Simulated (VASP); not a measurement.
# MgS (Fm-3m) in VASP: a series of runs

Aim: see how the results for MgS move with the level of theory and the settings. Levels: BLYP+D3(BJ), PBE, PBE+D4. Tasks: single point.

Program: VASP 6.6.1. These are calculated values, not measurements. Logs are shortened: lines on timing, memory, paths and dates and some standing lists are left out, and cuts for length are marked.

**1. The cell of the first run**

It takes space group Fm-3m (No. 225, cubic). The conventional cell has a = 5.089 Å, b = 5.089 Å, c = 5.089 Å, α = 90.00°, β = 90.00°, γ = 90.00°. Mg (site symmetry m-3m) has 6 S at 2.54 Å within 3.4 Å. Within 3.4 Å of S (site symmetry m-3m) lie 6 Mg at 2.54 Å.

**2. Single point, BLYP+D3(BJ) (volume scaled by 0.98)**

File INCAR:

```
PREC = Accurate
ENCUT = 600
EDIFF = 1E-6
ISMEAR = 0
SIGMA = 0.05
LREAL = F
LASPH = T
NELM = 120
ALGO = Normal
ISIF = 2
LWAVE = F
LCHARG = F
GGA = B5
ALDAX = 1.0
AGGAX = 1.0
AGGAC = 1.0
ALDAC = 0.0
IVDW = 12
VDW_S6 = 1.0
VDW_S8 = 2.6996
VDW_A1 = 0.4298
VDW_A2 = 4.2359
NBANDS = 11
GGA_COMPAT = F
```

File KPOINTS:

```
Automatic mesh
0
Gamma
  8 8 8
```

File POSCAR:

```
MgS
1.0
    0.0000000000      2.5445971720      2.5445971720
    2.5445971720      0.0000000000      2.5445971720
    2.5445971720      2.5445971720      0.0000000000
Mg S
1 1
Direct
    0.0000000000      0.0000000000      0.0000000000
    0.5000000000      0.5000000000      0.5000000000
```

Potentials or basis: VASP PAW PBE potentials, release 64 (Mg, S).

The run is started by

```
$ cat potpaw_PBE.64/Mg/POTCAR potpaw_PBE.64/S/POTCAR > POTCAR
$ mpirun -np 1 vasp_std > vasp.out
```

OUTCAR:

```text
PREC = Accurate
   ENCUT = 600
   EDIFF = 1E-6
   ISMEAR = 0
   LREAL = F
   LASPH = T
   NELM = 120
   ISIF = 2
   GGA = B5
   IVDW = 12
 IVDW          = 12

 ion  position               nearest neighbor table
   1  0.000  0.000  0.000-   2 2.54   2 2.54   2 2.54   2 2.54   2 2.54   2 2.54
   2  0.500  0.500  0.500-   1 2.54   1 2.54   1 2.54   1 2.54   1 2.54   1 2.54

  LATTYP: Found a face centered cubic cell.
 ALAT       =     5.0891943440

  Lattice vectors:

 A1 = (   0.0000000000,   2.5445971720,   2.5445971720)
 A2 = (   2.5445971720,   0.0000000000,   2.5445971720)
 A3 = (   2.5445971720,   2.5445971720,   0.0000000000)

Analysis of symmetry for initial positions (statically):
=====================================================================
 Subroutine PRICEL returns:
 Original cell was already a primitive cell.

 Routine SETGRP: Setting up the symmetry group for a
 face centered cubic supercell.

 Subroutine GETGRP returns: Found 48 space group operations
 (whereof 48 operations were pure point group operations)
 out of a pool of 48 trial point group operations.

The static configuration has the point symmetry O_h .

Analysis of symmetry for dynamics (positions and initial velocities):
=====================================================================
 Subroutine PRICEL returns:
 Original cell was already a primitive cell.

 Routine SETGRP: Setting up the symmetry group for a
 face centered cubic supercell.

 Subroutine GETGRP returns: Found 48 space group operations
 (whereof 48 operations were pure point group operations)
 out of a pool of 48 trial point group operations.

The dynamic configuration has the point symmetry O_h .

 Subroutine INISYM returns: Found 48 space group operations
 (whereof 48 operations are pure point group operations),
 and found     1 'primitive' translations

----------------------------------------------------------------------------------------

                                     Primitive cell

  volume of cell :      32.9524

  direct lattice vectors                    reciprocal lattice vectors
     0.000000000  2.544597172  2.544597172    -0.196494756  0.196494756  0.196494756
     2.544597172  0.000000000  2.544597172     0.196494756 -0.196494756  0.196494756
     2.544597172  2.544597172  0.000000000     0.196494756  0.196494756 -0.196494756

  length of vectors
     3.598603831  3.598603831  3.598603831     0.340338901  0.340338901  0.340338901
[... 88 lines left out ...]
   ISYM   =      2    0-nonsym 1-usesym 2-fastsym
   POTIM  = 0.5000    time-step for ionic-motion
   TEBEG  =    0.0;   TEEND  =   0.0 temperature during run
   PSTRESS=    0.0 pullay stress
   NELECT =       8.0000    total number of electrons
   NUPDOWN=      -1.0000    fix difference up-down
   EMIN   =  10.00;   EMAX   =-10.00  energy-range for DOS
   EFERMI =   0.00;   METHOD = LEGACY
   ISMEAR =     0;   SIGMA  =   0.05  broadening in eV -4-tet -1-fermi 0-gaus
   EFERMI_NEDOS =   21; number of points for ismear=-14 and -15
   IALGO  =     38    algorithm
   IMIX   =      4    mixing-type and parameters
     AMIX     =   0.40;   BMIX     =  1.00
     AMIX_MAG =   1.60;   BMIX_MAG =  1.00
  volume/ion in A,a.u.               =      16.48       111.19
  Fermi-wavevector in a.u.,A,eV,Ry     =   1.021274  1.929929 14.190896  1.043001
  Thomas-Fermi vector in A             =   2.154890
   LORBIT       =      0    0 simple, 1 ext, 2 COOP (PROOUT), +10 PAW based schemes
   GGA     = B5    functional components
   LHFCALC =     F    Hartree Fock is set to
   AEXX    =    0.0000 exact exchange contribution
   IVDW    =    12    specifies the selected vdW correction
   LEPSILON=     F    determine dielectric tensor
   LRPA    =     F    only Hartree local field effects (RPA)
 non-spin polarized calculation
 Gauss-broadening in eV      SIGMA  =   0.05
  energy-cutoff  :      600.00
  volume of cell :       32.95
 maximum number of plane-waves:      1124
 NGX is ok and might be reduce to    30
   NGX = 15   NGY = 15   NGZ = 15

 number of electron       8.0000001 magnetization

 Free energy of the ion-electron system (eV)
  ---------------------------------------------------
  ext. energy  EPLUGINS =         0.00000000
  ---------------------------------------------------
  free energy    TOTEN  =        -7.39440346 eV

  energy without entropy =       -7.39440346  energy(sigma->0) =       -7.39440346

 E-fermi :   4.9293     XC(G=0):  -9.3894

 val. band max:        4.7220051701   @ k =   0.0000   0.0000   0.0000
 cond. band min:       7.7102992267   @ k =   0.5000   0.5000   0.0000
 fundamental gap:      2.9882940565
 Fermi energy:         4.9292621610

 k-point     1 :       0.0000    0.0000    0.0000
  band No.  band energies     occupation
      1      -8.2633      2.00000
      2       4.7220      2.00000
      3       4.7220      2.00000
      4       4.7220      2.00000
      5       9.1690      0.00000
      6      12.8169      0.00000
      7      12.8169      0.00000
      8      12.8169      0.00000
      9      15.1886      0.00000
     10      15.1886      0.00000
     11      18.0083      0.00000
[... 309 lines left out ...]
 k-point    24 :      -0.3750    0.2500    0.1250
  band No.  band energies     occupation
      1      -6.5981      2.00000
      2       0.2006      2.00000
      3       2.4680      2.00000
      4       3.4867      2.00000
      5      10.5363      0.00000
      6      11.2031      0.00000
      7      13.4605      0.00000
      8      14.6467      0.00000
      9      17.4501      0.00000
     10      18.6871      0.00000
     11      20.7943      0.00000

 [... further k-points ...]

------------------------ aborting loop because EDIFF is reached ----------------------------------------

 Edisp (eV)   -1.67742

 E8    (eV) :    -1.1880

  FORCE on cell =-STRESS in cart. coord.  units (eV):
  Direction    XX          YY          ZZ          XY          YZ          ZX
  --------------------------------------------------------------------------------------
  -------------------------------------------------------------------------------------
  Total       0.31767     0.31767     0.31767     0.00000     0.00000     0.00000
  in kB      15.44539    15.44539    15.44539     0.00000     0.00000     0.00000
  external pressure =       15.45 kB  Pullay stress =        0.00 kB

 VOLUME and BASIS-vectors are now :
 -----------------------------------------------------------------------------
  energy-cutoff  :      600.00
  volume of cell :       32.95
      direct lattice vectors                 reciprocal lattice vectors
     0.000000000  2.544597172  2.544597172    -0.196494756  0.196494756  0.196494756
     2.544597172  0.000000000  2.544597172     0.196494756 -0.196494756  0.196494756
     2.544597172  2.544597172  0.000000000     0.196494756  0.196494756 -0.196494756

 POSITION                                       TOTAL-FORCE (eV/Angst)
 -----------------------------------------------------------------------------------
      0.00000      0.00000      0.00000         0.000000      0.000000      0.000000
      2.54460      2.54460      2.54460        -0.000000     -0.000000     -0.000000
 -----------------------------------------------------------------------------------
    total drift:                               -0.000000     -0.000000      0.000000

  FREE ENERGIE OF THE ION-ELECTRON SYSTEM (eV)
  ---------------------------------------------------
  free  energy   TOTEN  =        -9.0718230736 eV

  energy  without entropy=       -9.0718230736  energy(sigma->0) =       -9.07182307
```

Wall time 34 s (1 thread of Intel Xeon 8259CL, shared host); peak memory 0.18 GiB.

What came out:

```
Free energy                : -9.0718 eV
Pressure                   : 1.5 GPa
Band gap on the k mesh     : 2.99 eV, indirect (least direct gap 4.45 eV)
Dispersion energy per atom : -0.839 eV
```

Caveat: the PAW data sets were made with another functional, which shifts forces and pressure a little. A k mesh can miss the band edges.

**3. Single point, BLYP+D3(BJ) (volume scaled by 1.02)**

INCAR is that of step 2.

KPOINTS is that of step 2.

File POSCAR:

```
MgS
1.0
    0.0000000000      2.5787569149      2.5787569149
    2.5787569149      0.0000000000      2.5787569149
    2.5787569149      2.5787569149      0.0000000000
Mg S
1 1
Direct
    0.0000000000      0.0000000000      0.0000000000
    0.5000000000      0.5000000000      0.5000000000
```

Potentials or basis: VASP PAW PBE potentials, release 64 (Mg, S).

The run is started by

```
$ cat potpaw_PBE.64/Mg/POTCAR potpaw_PBE.64/S/POTCAR > POTCAR
$ mpirun -np 1 vasp_std > vasp.out
```

OUTCAR:

```text
PREC = Accurate
   ENCUT = 600
   EDIFF = 1E-6
   ISMEAR = 0
   LREAL = F
   LASPH = T
   NELM = 120
   ISIF = 2
   GGA = B5
   IVDW = 12
 IVDW          = 12

 ion  position               nearest neighbor table
   1  0.000  0.000  0.000-   2 2.58   2 2.58   2 2.58   2 2.58   2 2.58   2 2.58
   2  0.500  0.500  0.500-   1 2.58   1 2.58   1 2.58   1 2.58   1 2.58   1 2.58

  LATTYP: Found a face centered cubic cell.
 ALAT       =     5.1575138298

  Lattice vectors:

 A1 = (   0.0000000000,   2.5787569149,   2.5787569149)
 A2 = (   2.5787569149,   0.0000000000,   2.5787569149)
 A3 = (   2.5787569149,   2.5787569149,   0.0000000000)

Analysis of symmetry for initial positions (statically):
=====================================================================
 Subroutine PRICEL returns:
 Original cell was already a primitive cell.

 Routine SETGRP: Setting up the symmetry group for a
 face centered cubic supercell.

 Subroutine GETGRP returns: Found 48 space group operations
 (whereof 48 operations were pure point group operations)
 out of a pool of 48 trial point group operations.

The static configuration has the point symmetry O_h .

Analysis of symmetry for dynamics (positions and initial velocities):
=====================================================================
 Subroutine PRICEL returns:
 Original cell was already a primitive cell.

 Routine SETGRP: Setting up the symmetry group for a
 face centered cubic supercell.

 Subroutine GETGRP returns: Found 48 space group operations
 (whereof 48 operations were pure point group operations)
 out of a pool of 48 trial point group operations.

The dynamic configuration has the point symmetry O_h .

 Subroutine INISYM returns: Found 48 space group operations
 (whereof 48 operations are pure point group operations),
 and found     1 'primitive' translations

----------------------------------------------------------------------------------------

                                     Primitive cell

  volume of cell :      34.2974

  direct lattice vectors                    reciprocal lattice vectors
     0.000000000  2.578756915  2.578756915    -0.193891870  0.193891870  0.193891870
     2.578756915  0.000000000  2.578756915     0.193891870 -0.193891870  0.193891870
     2.578756915  2.578756915  0.000000000     0.193891870  0.193891870 -0.193891870

  length of vectors
     3.646913003  3.646913003  3.646913003     0.335830570  0.335830570  0.335830570

  position of ions in fractional coordinates (direct lattice)
     0.000000000  0.000000000  0.000000000
     0.500000000  0.500000000  0.500000000

  ion indices of the primitive-cell ions
   primitive index   ion index
                 1           1
                 2           2

----------------------------------------------------------------------------------------

 KPOINTS: Automatic mesh

Automatic generation of k-mesh.
 Grid dimensions read from file:
 generate k-points for:    8    8    8

 Generating k-lattice:

[... 20 lines left out ...]
  0.250000  0.000000  0.000000      8.000000
  0.375000  0.000000  0.000000      8.000000
  0.500000  0.000000  0.000000      4.000000
  0.125000  0.125000  0.000000      6.000000
[... 16 lines left out ...]
  0.500000  0.250000  0.125000     48.000000
 -0.375000  0.250000  0.125000     24.000000
 [... further k-points ...]
   k-points           NKPTS =     29   k-points in BZ     NKDIM =     29   number of bands    NBANDS=     11
   number of dos      NEDOS =    301   number of ions     NIONS =      2
   total plane-waves  NPLWV =  27000
   dimension x,y,z NGX =    30 NGY =   30 NGZ =   30
   dimension x,y,z NGXF=    60 NGYF=   60 NGZF=   60
   ions per type =               1   1
   NGX,Y,Z   is equivalent  to a cutoff of  13.68, 13.68, 13.68 a.u.
   NGXF,Y,Z  is equivalent  to a cutoff of  27.35, 27.35, 27.35 a.u.
 SYSTEM =  unknown system
   PREC   = accura    normal or accurate (medium, high low for compatibility)
   ISTART =      0    job   : 0-new  1-cont  2-samecut
   ICHARG =      2    charge: 1-file 2-atom 10-const
   ISPIN  =      1    spin polarized calculation?
   LNONCOLLINEAR =      F non collinear calculations
   LSORBIT =      F    spin-orbit coupling
   LASPH  =      T    aspherical Exc in radial PAW
   ENCUT  =  600.0 eV  44.10 Ry    6.64 a.u.   7.28  7.28  7.28*2*pi/ulx,y,z
   NELM   =    120;   NELMIN=  2; NELMDL= -5     # of ELM steps
   EDIFF  = 0.1E-05   stopping-criterion for ELM
   LREAL  =      F    real-space projection
   EDIFFG = 0.1E-04   stopping-criterion for IOM
   NSW    =      0    number of steps for IOM
   IBRION =     -1    ionic relax: 0-MD 1-quasi-New 2-CG
   NFREE  =      0    steps in history (QN), initial steepest desc. (CG)
   ISIF   =      2    stress and relaxation
   ISYM   =      2    0-nonsym 1-usesym 2-fastsym
   POTIM  = 0.5000    time-step for ionic-motion
   TEBEG  =    0.0;   TEEND  =   0.0 temperature during run
   PSTRESS=    0.0 pullay stress
   NELECT =       8.0000    total number of electrons
   NUPDOWN=      -1.0000    fix difference up-down
   EMIN   =  10.00;   EMAX   =-10.00  energy-range for DOS
   EFERMI =   0.00;   METHOD = LEGACY
   ISMEAR =     0;   SIGMA  =   0.05  broadening in eV -4-tet -1-fermi 0-gaus
   EFERMI_NEDOS =   21; number of points for ismear=-14 and -15
   IALGO  =     38    algorithm
   IMIX   =      4    mixing-type and parameters
     AMIX     =   0.40;   BMIX     =  1.00
     AMIX_MAG =   1.60;   BMIX_MAG =  1.00
  volume/ion in A,a.u.               =      17.15       115.73
  Fermi-wavevector in a.u.,A,eV,Ry     =   1.007746  1.904364 13.817424  1.015552
  Thomas-Fermi vector in A             =   2.140570
   LORBIT       =      0    0 simple, 1 ext, 2 COOP (PROOUT), +10 PAW based schemes
   GGA     = B5    functional components
   LHFCALC =     F    Hartree Fock is set to
   AEXX    =    0.0000 exact exchange contribution
   IVDW    =    12    specifies the selected vdW correction
   LEPSILON=     F    determine dielectric tensor
   LRPA    =     F    only Hartree local field effects (RPA)
 non-spin polarized calculation
 Gauss-broadening in eV      SIGMA  =   0.05
  energy-cutoff  :      600.00
  volume of cell :       34.30
 maximum number of plane-waves:      1162
 NGX is ok and might be reduce to    30
   NGX = 15   NGY = 15   NGZ = 15

 number of electron       8.0000000 magnetization

 Free energy of the ion-electron system (eV)
  ---------------------------------------------------
  ext. energy  EPLUGINS =         0.00000000
  ---------------------------------------------------
  free energy    TOTEN  =        -7.45978936 eV

  energy without entropy =       -7.45978936  energy(sigma->0) =       -7.45978936

 E-fermi :   4.6059     XC(G=0):  -9.2260

 val. band max:        4.3454635678   @ k =   0.0000   0.0000   0.0000
 cond. band min:       7.2408217424   @ k =   0.5000   0.5000   0.0000
 fundamental gap:      2.8953581746
 Fermi energy:         4.6058993957

 k-point     1 :       0.0000    0.0000    0.0000
  band No.  band energies     occupation
      1      -8.4012      2.00000
      2       4.3455      2.00000
      3       4.3455      2.00000
      4       4.3455      2.00000
      5       8.4490      0.00000
      6      12.4715      0.00000
      7      12.4715      0.00000
      8      12.4715      0.00000
      9      14.7704      0.00000
     10      14.7704      0.00000
     11      17.5390      0.00000
[... 309 lines left out ...]
 k-point    24 :      -0.3750    0.2500    0.1250
  band No.  band energies     occupation
      1      -6.8589      2.00000
      2       0.0251      2.00000
      3       2.2144      2.00000
      4       3.1851      2.00000
      5      10.0590      0.00000
      6      10.7441      0.00000
      7      12.9542      0.00000
      8      14.0780      0.00000
      9      16.8973      0.00000
     10      17.9435      0.00000
     11      20.1495      0.00000

 [... further k-points ...]

------------------------ aborting loop because EDIFF is reached ----------------------------------------

 Edisp (eV)   -1.61060

 E8    (eV) :    -1.1409

  FORCE on cell =-STRESS in cart. coord.  units (eV):
  Direction    XX          YY          ZZ          XY          YZ          ZX
  --------------------------------------------------------------------------------------
  -------------------------------------------------------------------------------------
  Total      -0.39020    -0.39020    -0.39020    -0.00000     0.00000    -0.00000
  in kB     -18.22785   -18.22785   -18.22785    -0.00000     0.00000    -0.00000
  external pressure =      -18.23 kB  Pullay stress =        0.00 kB

 VOLUME and BASIS-vectors are now :
 -----------------------------------------------------------------------------
  energy-cutoff  :      600.00
  volume of cell :       34.30
      direct lattice vectors                 reciprocal lattice vectors
     0.000000000  2.578756915  2.578756915    -0.193891870  0.193891870  0.193891870
     2.578756915  0.000000000  2.578756915     0.193891870 -0.193891870  0.193891870
     2.578756915  2.578756915  0.000000000     0.193891870  0.193891870 -0.193891870

 POSITION                                       TOTAL-FORCE (eV/Angst)
 -----------------------------------------------------------------------------------
      0.00000      0.00000      0.00000        -0.000000     -0.000000      0.000000
      2.57876      2.57876      2.57876         0.000000      0.000000     -0.000000
 -----------------------------------------------------------------------------------
    total drift:                               -0.000000     -0.000000      0.000000

  FREE ENERGIE OF THE ION-ELECTRON SYSTEM (eV)
  ---------------------------------------------------
  free  energy   TOTEN  =        -9.0703892082 eV

  energy  without entropy=       -9.0703892082  energy(sigma->0) =       -9.07038921
```

Wall time 38 s (1 thread of Intel Xeon 8259CL, shared host); peak memory 0.18 GiB.

Results:

```
Free energy                : -9.0704 eV
Pressure                   : -1.8 GPa
Band gap on the k mesh     : 2.90 eV, indirect (least direct gap 4.10 eV)
Dispersion energy per atom : -0.805 eV
```

Caveat: the PAW data sets were made with another functional, which shifts forces and pressure a little.

**4. Single point, BLYP+D3(BJ) (volume scaled by 0.96)**

INCAR, as its differences from that of step 3:

```diff
@@ -11,3 +11,3 @@
 LWAVE = F
-LCHARG = F
+LCHARG = T
 GGA = B5
@@ -22,2 +22,4 @@
 VDW_A2 = 4.2359
+LELF = T
+LVHAR = T
 NBANDS = 11
```

KPOINTS is that of step 3.

File POSCAR:

```
MgS
1.0
    0.0000000000      2.5271678773      2.5271678773
    2.5271678773      0.0000000000      2.5271678773
    2.5271678773      2.5271678773      0.0000000000
Mg S
1 1
Direct
    0.0000000000      0.0000000000      0.0000000000
    0.5000000000      0.5000000000      0.5000000000
```

The run is started by

```
$ cat potpaw_PBE.64/Mg/POTCAR potpaw_PBE.64/S/POTCAR > POTCAR
$ mpirun -np 1 vasp_std > vasp.out
```

Wall time 48 s (1 thread of Intel Xeon 8259CL, shared host); peak memory 0.18 GiB.

The run converged. Its results:

- Free energy: -9.0612 eV
- Pressure: 3.5 GPa
- Band gap on the k mesh: 3.04 eV, indirect (least direct gap 4.63 eV)
- Dispersion energy per atom: -0.856 eV

Levels at points of the mesh, in eV from the valence-band top:
| k point | band 1 | band 2 | band 3 | band 4 | band 5 | band 6 | band 7 | band 8 |
| --- | --- | --- | --- | --- | --- | --- | --- | --- |
| (0.00, 0.00, 0.00) | -13.11 | 0.00 | 0.00 | 0.00 | 4.63 | 8.08 | 8.08 | 8.08 |
| (0.50, 0.00, 0.00) | -11.61 | -5.19 | -0.68 | -0.68 | 4.97 | 7.13 | 7.13 | 11.07 |
| (0.50, 0.50, 0.00) | -11.18 | -4.53 | -1.84 | -1.84 | 3.04 | 4.44 | 13.05 | 13.15 |

Caveat: the PAW data sets were made with another functional, which shifts forces and pressure a little. A k mesh can miss the band edges.

(Part 1 of 2 ends here.)
